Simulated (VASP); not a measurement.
# TiNi (Pmma) in VASP: further runs

Runs on TiNi. Level: PBEsol. Tasks: single point.

Program: VASP 6.6.1. These are calculated values, not measurements. Logs are shortened: lines on timing, memory, paths and dates and some standing lists are left out, and cuts for length are marked.

## Step 1: The cell of the first run

Symmetry: Pmma, No. 51, orthorhombic system. Conventional cell: a = 4.086 Å, b = 2.856 Å, c = 4.587 Å, α = 90.00°, β = 90.00°, γ = 90.00°. Ni (site symmetry mm2) has 8 Ti at 2.52 to 2.89 Å and 4 Ni at 2.62 to 2.86 Å within 3.3 Å. Within 3.3 Å of Ti (site symmetry mm2) lie 8 Ni at 2.52 to 2.89 Å and 6 Ti at 2.86 to 3.24 Å.

## Step 2: Single point, PBEsol, collinear spin, ferromagnetic start

INCAR reads:

```
SYSTEM = TiNi
PREC = Accurate
ENCUT = 550
EDIFF = 1E-6
ISMEAR = -1
SIGMA = 0.05
LREAL = .FALSE.
LASPH = .TRUE.
NELM = 300
ALGO = All
ISIF = 2
LWAVE = .FALSE.
LCHARG = .FALSE.
ISPIN = 2
MAGMOM = 1 1 1 1
LORBIT = 11
LMAXMIX = 4
GGA = PS
NBANDS = 34
GGA_COMPAT = .FALSE.
ISEARCH = 1
KPAR = 4
```

KPOINTS reads:

```
Automatic mesh
0
G
  7 9 6
  0 0 0
```

POSCAR reads:

```
TiNi
1.0
    4.0860423500      0.0000000000      0.0000000000
    0.0000000000      2.8562042400      0.0000000000
    0.0000000000      0.0000000000      4.5867576300
Ni Ti
2 2
Direct
    0.7500000000      0.0000000000      0.8209744100
    0.2500000000      0.0000000000      0.1790255900
    0.7500000000      0.5000000000      0.2744080600
    0.2500000000      0.5000000000      0.7255919400
```

Potentials or basis: VASP PAW PBE potentials, release 64 (Ni, Ti_sv).

On the command line:

```console
cat potpaw_PBE.64/Ni/POTCAR potpaw_PBE.64/Ti_sv/POTCAR > POTCAR
mpirun -np 4 vasp_std > vasp.out
```

OUTCAR:

```text
SYSTEM = TiNi
   PREC = Accurate
   ENCUT = 550
   EDIFF = 1E-6
   ISMEAR = -1
   LREAL = .FALSE.
   LASPH = .TRUE.
   NELM = 300
   ISIF = 2
   ISPIN = 2
   LORBIT = 11
   GGA = PS

 ion  position               nearest neighbor table
   1  0.750  0.000  0.821-   3 2.52   3 2.52   4 2.53   4 2.53   4 2.53   4 2.53   2 2.62   2 2.62
                             3 2.89   3 2.89
   2  0.250  0.000  0.179-   4 2.52   4 2.52   3 2.53   3 2.53   3 2.53   3 2.53   1 2.62   1 2.62
                             4 2.89   4 2.89
   3  0.750  0.500  0.274-   1 2.52   1 2.52   2 2.53   2 2.53   2 2.53   2 2.53   1 2.89   1 2.89
                             4 2.91   4 2.91
   4  0.250  0.500  0.726-   2 2.52   2 2.52   1 2.53   1 2.53   1 2.53   1 2.53   2 2.89   2 2.89
                             3 2.91   3 2.91

  LATTYP: Found a simple orthorhombic cell.
 ALAT       =     2.8562042400
 B/A-ratio  =     1.4305847925
 C/A-ratio  =     1.6058927320

  Lattice vectors:

 A1 = (   0.0000000000,  -2.8562042400,   0.0000000000)
 A2 = (   4.0860423500,   0.0000000000,   0.0000000000)
 A3 = (   0.0000000000,   0.0000000000,   4.5867576300)

Analysis of symmetry for initial positions (statically):
=====================================================================
 Subroutine PRICEL returns:
 Original cell was already a primitive cell.

 Routine SETGRP: Setting up the symmetry group for a
 simple orthorhombic supercell.

 Subroutine GETGRP returns: Found  8 space group operations
 (whereof  4 operations were pure point group operations)
 out of a pool of  8 trial point group operations.

The static configuration has the point symmetry C_2h.
 The point group associated with its full space group is D_2h.

Analysis of symmetry for dynamics (positions and initial velocities):
=====================================================================
 Subroutine PRICEL returns:
 Original cell was already a primitive cell.

 Routine SETGRP: Setting up the symmetry group for a
 simple orthorhombic supercell.

 Subroutine GETGRP returns: Found  8 space group operations
 (whereof  4 operations were pure point group operations)
 out of a pool of  8 trial point group operations.

The dynamic configuration has the point symmetry C_2h.
 The point group associated with its full space group is D_2h.

Analysis of structural, dynamic, and magnetic symmetry:
=====================================================================
 Subroutine PRICEL returns:
 Original cell was already a primitive cell.

 Routine SETGRP: Setting up the symmetry group for a
 simple orthorhombic supercell.

 Subroutine GETGRP returns: Found  8 space group operations
 (whereof  4 operations were pure point group operations)
 out of a pool of  8 trial point group operations.

The overall configuration has the point symmetry C_2h.
 The point group associated with its full space group is D_2h.

 Subroutine INISYM returns: Found  8 space group operations
 (whereof  4 operations are pure point group operations),
 and found     1 'primitive' translations

----------------------------------------------------------------------------------------

                                     Primitive cell

  volume of cell :      53.5301

  direct lattice vectors                    reciprocal lattice vectors
     4.086042350  0.000000000  0.000000000     0.244735594  0.000000000  0.000000000
     0.000000000  2.856204240  0.000000000     0.000000000  0.350115018  0.000000000
     0.000000000  0.000000000  4.586757630     0.000000000  0.000000000  0.218018932

  length of vectors
     4.086042350  2.856204240  4.586757630     0.244735594  0.350115018  0.218018932

  position of ions in fractional coordinates (direct lattice)
     0.750000000  0.000000000  0.820974410
     0.250000000  0.000000000  0.179025590
     0.750000000  0.500000000  0.274408060
     0.250000000  0.500000000  0.725591940

  ion indices of the primitive-cell ions
   primitive index   ion index
                 1           1
                 2           2
                 3           3
                 4           4

----------------------------------------------------------------------------------------

 KPOINTS: Automatic mesh

Automatic generation of k-mesh.
 Grid dimensions read from file:
 generate k-points for:    7    9    6

 Generating k-lattice:

  Cartesian coordinates                     Fractional coordinates (reciprocal lattice)
     0.034962228  0.000000000  0.000000000     0.142857143  0.000000000  0.000000000
     0.000000000  0.038901669  0.000000000     0.000000000  0.111111111  0.000000000
     0.000000000  0.000000000  0.036336489     0.000000000  0.000000000  0.166666667

  Length of vectors
     0.034962228  0.038901669  0.036336489

  Shift w.r.t. Gamma in fractional coordinates (k-lattice)
     0.000000000  0.000000000  0.000000000

 Subroutine IBZKPT returns following result:
 ===========================================

 Found     80 irreducible k-points:

 Following reciprocal coordinates:
            Coordinates               Weight
  0.000000  0.000000  0.000000      1.000000
  0.142857  0.000000  0.000000      2.000000
  0.285714  0.000000  0.000000      2.000000
  0.428571  0.000000  0.000000      2.000000
  0.000000  0.111111  0.000000      2.000000
  0.142857  0.111111  0.000000      4.000000
[... 16 lines left out ...]
  0.285714  0.000000  0.166667      4.000000
  0.428571  0.000000  0.166667      4.000000
 [... further k-points ...]
   k-points           NKPTS =     80   k-points in BZ     NKDIM =     80   number of bands    NBANDS=     34
   number of dos      NEDOS =    301   number of ions     NIONS =      4
   total plane-waves  NPLWV =  27648
   dimension x,y,z NGX =    32 NGY =   24 NGZ =   36
   dimension x,y,z NGXF=    64 NGYF=   48 NGZF=   72
   ions per type =               2   2
   NGX,Y,Z   is equivalent  to a cutoff of  13.02, 13.97, 13.05 a.u.
   NGXF,Y,Z  is equivalent  to a cutoff of  26.04, 27.94, 26.10 a.u.
 SYSTEM =  TiNi
   PREC   = accura    normal or accurate (medium, high low for compatibility)
   ISTART =      0    job   : 0-new  1-cont  2-samecut
   ICHARG =      2    charge: 1-file 2-atom 10-const
   ISPIN  =      2    spin polarized calculation?
   LNONCOLLINEAR =      F non collinear calculations
   LSORBIT =      F    spin-orbit coupling
   LASPH  =      T    aspherical Exc in radial PAW
   ENCUT  =  550.0 eV  40.42 Ry    6.36 a.u.   7.81  5.46  8.77*2*pi/ulx,y,z
   NELM   =    300;   NELMIN=  2; NELMDL= -5     # of ELM steps
   EDIFF  = 0.1E-05   stopping-criterion for ELM
   LREAL  =      F    real-space projection
   EDIFFG = 0.1E-04   stopping-criterion for IOM
   NSW    =      0    number of steps for IOM
   IBRION =     -1    ionic relax: 0-MD 1-quasi-New 2-CG
   NFREE  =      0    steps in history (QN), initial steepest desc. (CG)
   ISIF   =      2    stress and relaxation
   ISYM   =      2    0-nonsym 1-usesym 2-fastsym
   POTIM  = 0.5000    time-step for ionic-motion
   TEBEG  =    0.0;   TEEND  =   0.0 temperature during run
   PSTRESS=    0.0 pullay stress
   NELECT =      44.0000    total number of electrons
   NUPDOWN=      -1.0000    fix difference up-down
   EMIN   =  10.00;   EMAX   =-10.00  energy-range for DOS
   EFERMI =   0.00;   METHOD = LEGACY
   ISMEAR =    -1;   SIGMA  =   0.05  broadening in eV -4-tet -1-fermi 0-gaus
   EFERMI_NEDOS =   21; number of points for ismear=-14 and -15
   IALGO  =     58    algorithm
   IMIX   =      4    mixing-type and parameters
     AMIX     =   0.40;   BMIX     =  1.00
     AMIX_MAG =   1.60;   BMIX_MAG =  1.00
  volume/ion in A,a.u.               =      13.38        90.31
  Fermi-wavevector in a.u.,A,eV,Ry     =   1.533533  2.897957 31.997134  2.351723
  Thomas-Fermi vector in A             =   2.640587
   LORBIT       =     11    0 simple, 1 ext, 2 COOP (PROOUT), +10 PAW based schemes
   GGA     = PS    functional components
   LHFCALC =     F    Hartree Fock is set to
   AEXX    =    0.0000 exact exchange contribution
   IVDW    =     0    specifies the selected vdW correction
   LEPSILON=     F    determine dielectric tensor
   LRPA    =     F    only Hartree local field effects (RPA)
 spin polarized calculation
  energy-cutoff  :      550.00
  volume of cell :       53.53
 maximum number of plane-waves:      1602
 NGX is ok and might be reduce to    32
   NGX = 15   NGY = 11   NGZ = 17

 number of electron      44.0000023 magnetization       0.0002558

 Free energy of the ion-electron system (eV)
  ---------------------------------------------------
  ext. energy  EPLUGINS =         0.00000000
  ---------------------------------------------------
  free energy    TOTEN  =       -30.53547192 eV

  energy without entropy =      -30.50092968  energy(sigma->0) =      -30.51820080

 E-fermi :   9.2966     XC(G=0): -12.6240

 val. band max:        9.2928317690   @ k =   0.1429   0.1111   0.5000
 cond. band min:       9.2969046048   @ k =   0.4286   0.0000   0.3333
 fundamental gap:      0.0040728358
 Fermi energy:         9.2966345576

 spin component 1

 k-point     1 :       0.0000    0.0000    0.0000
  band No.  band energies     occupation
      1     -47.5152      1.00000
      2     -47.4618      1.00000
      3     -23.9521      1.00000
      4     -23.9500      1.00000
      5     -23.7490      1.00000
      6     -23.7100      1.00000
[... 877 lines left out ...]
     33      17.6997      0.00000
     34      18.3463      0.00000

 [... further k-points ...]

 spin component 2

 k-point     1 :       0.0000    0.0000    0.0000
  band No.  band energies     occupation
      1     -47.5149      1.00000
      2     -47.4615      1.00000
      3     -23.9518      1.00000
      4     -23.9496      1.00000
      5     -23.7487      1.00000
      6     -23.7096      1.00000
[... 877 lines left out ...]
     33      17.6999      0.00000
     34      18.3465      0.00000

 [... further k-points ...]
[... 5 lines left out ...]
  --------------------------------------------------------------------------------------
  -------------------------------------------------------------------------------------
  Total       -0.9189503     -0.9270744     -1.0961480      0.0000000      0.0000000      0.0000000
  in kB      -27.5045608    -27.7477165    -32.8081582      0.0000000      0.0000000      0.0000000
  external PRESSURE =     -29.3534785 kB  Pullay stress =       0.0000000 kB

 VOLUME and BASIS-vectors are now :
 -----------------------------------------------------------------------------
  energy-cutoff  :      550.00
  volume of cell :       53.53
      direct lattice vectors                 reciprocal lattice vectors
     4.086042350  0.000000000  0.000000000     0.244735594  0.000000000  0.000000000
     0.000000000  2.856204240  0.000000000     0.000000000  0.350115018  0.000000000
     0.000000000  0.000000000  4.586757630     0.000000000  0.000000000  0.218018932

 POSITION                                       TOTAL-FORCE (eV/Angst)
 -----------------------------------------------------------------------------------
      3.06453      0.00000      3.76561        -0.000000     -0.000000     -0.094764
      1.02151      0.00000      0.82115        -0.000000     -0.000000      0.094764
      3.06453      1.42810      1.25864         0.000000     -0.000000      0.006686
      1.02151      1.42810      3.32811        -0.000000      0.000000     -0.006686
 -----------------------------------------------------------------------------------
    total drift:                                0.000000      0.000000      0.000000

  FREE ENERGIE OF THE ION-ELECTRON SYSTEM (eV)
  ---------------------------------------------------
  free  energy   TOTEN  =       -30.5354719221 eV

  energy  without entropy=      -30.5009241333  energy(sigma->0) =      -30.51819803

 total charge

# of ion       s       p       d       tot
------------------------------------------
    1        0.584   0.523   8.316   9.423
    2        0.584   0.523   8.316   9.423
    3        2.241   6.162   1.877  10.280
    4        2.241   6.162   1.877  10.280
--------------------------------------------------
tot          5.651  13.371  20.386  39.407

 magnetization (x)

# of ion       s       p       d       tot
------------------------------------------
    1       -0.000   0.000  -0.000  -0.000
    2       -0.000   0.000  -0.000  -0.000
    3        0.000   0.000   0.000   0.000
    4        0.000   0.000   0.000   0.000
--------------------------------------------------
tot          0.000   0.000  -0.000   0.000
```

Wall time 96 s (4 MPI ranks of AMD EPYC 7R13 (Zen 3), shared host); peak memory 0.6 GiB.

Results:

```yaml
Free_energy: -30.5355 eV
Pressure: -2.9 GPa
Largest_force: 0.095 eV/Å
Band_gap_on_the_k_mesh: zero (filled and empty bands overlap)
Net_moment: 0.00 μB per cell
Valence_electrons_inside_the_program's_atomic_spheres: Ni 9.42; Ti 10.28
```

Forces on the atoms (eV/Å):
```
Ni   0.000  0.000 -0.095
Ni   0.000  0.000  0.095
Ti   0.000  0.000  0.007
Ti   0.000  0.000 -0.007
```

Levels at points of the mesh, in eV from the Fermi level:
Spin up:
```csv
k point,band 19,band 20,band 21,band 22,band 23,band 24,band 25,band 26
"(0.00, 0.00, 0.00)",-1.42,-1.08,-0.30,0.25,0.29,0.56,1.26,2.27
"(0.00, 0.00, 0.50)",-1.62,-1.58,-0.64,0.17,0.34,0.44,0.46,1.22
```
Spin down:
```tsv
k point	band 20	band 21	band 22	band 23	band 24	band 25
(0.00, 0.00, 0.00)	-1.08	-0.30	0.25	0.29	0.56	1.26
(0.00, 0.00, 0.50)	-1.58	-0.64	0.17	0.34	0.44	0.46
```

Caveat: the moments typed at the start vanished in this run; the PAW data sets were made with another functional, which shifts forces and pressure a little.

(Continued in part 2 of 2.)
